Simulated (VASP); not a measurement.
Wanted: the native input for a VASP 6.6.1 run.

- Task: single point
- Functional: PBE
- Potentials or basis: VASP PAW PBE potentials, release 64 (Ta_pv, O)
- Cutoff: 520 eV
- k mesh: 33 × 33 × 33
- Occupations: fermi-dirac, width 0.0612256 eV
- Spin: no spin polarisation
- Dipole correction: no
- Further INCAR settings: ALGO = Normal; EDIFF = 1e-07; NBANDS = 21

The structure of Ta2O (antifluorite type) lies in POSCAR:

```
Ta2O
1.0
    0.0000000000      2.8607435663      2.8607435663
    2.8607435663      0.0000000000      2.8607435663
    2.8607435663      2.8607435663      0.0000000000
Ta O
2 1
Direct
    0.2500000000      0.2500000000      0.2500000000
    0.7500000000      0.7500000000      0.7500000000
    0.0000000000      0.0000000000      0.0000000000
```

These files were run (other wordings do the same):

INCAR

```
SYSTEM = Ta2O
ALGO = Normal
EDIFF = 1E-7
ENCUT = 520
GGA = PE
ISIF = 2
ISMEAR = -1
LASPH = .True.
LCHARG = .True.
LELF = .True.
LREAL = .False.
LVHAR = .True.
LWAVE = .False.
NBANDS = 21
NELM = 100
PREC = Accurate
SIGMA = 0.06122561905347299
```

KPOINTS

```
k-points
0
Gamma
  33 33 33
  0 0 0
```

Potentials or basis: VASP PAW PBE potentials, release 64 (Ta_pv, O).

Command:

```console
$ cat potpaw_PBE.64/Ta_pv/POTCAR potpaw_PBE.64/O/POTCAR > POTCAR
$ mpirun -np 1 vasp_std > vasp.out
```

It gave:

```
Pressure               : -6.4 GPa
Band gap on the k mesh : zero (bands 14 and 15 overlap by 1.04 eV)
```

Caveat: the cell stands under tension; spin-orbit coupling is left out, which moves the levels of the heavy elements.

Run time: 17 min on 1 thread of Oxide Virtual Turin-like Processor (shared host), peak memory 0.83 GiB.
